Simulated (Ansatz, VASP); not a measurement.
# RbBr in VASP and in Ansatz

```
CELL_PARAMETERS angstrom
0.00000 3.46083 3.46083
3.46083 0.00000 3.46083
3.46083 3.46083 0.00000
ATOMIC_POSITIONS crystal
Rb 0.00000 0.00000 0.00000
Br 0.50000 0.50000 0.50000
```

Alike in both runs: task single point; functional PBE-based screened hybrid with a share of 0.3 of exact exchange and HFSCREEN = 0.5; k mesh 4 × 4 × 4; no spin polarisation.

```csv
,VASP,Ansatz
version,VASP 6.6.1,Ansatz 0.2.0
potentials or method,"VASP PAW PBE potentials, release 64 (Rb_sv, Br)",plane waves
plane-wave cutoff (eV),520,420
occupations,"gaussian, width 0.01 eV",fixed
valence electrons in the cell,16,16
```

|  | VASP | Ansatz | Ansatz less VASP |
| --- | --- | --- | --- |
| gap on the k mesh at the Fermi level (eV) | 5.00 | 5.00 | +0.001 |
| pressure (GPa) | 0.3 | 0.3 | -0.01 |

VASP's potentials were made for PBE, not for PBE-based screened hybrid. Ansatz's warnings: stress exchange threshold loose, stress scf threshold loose.
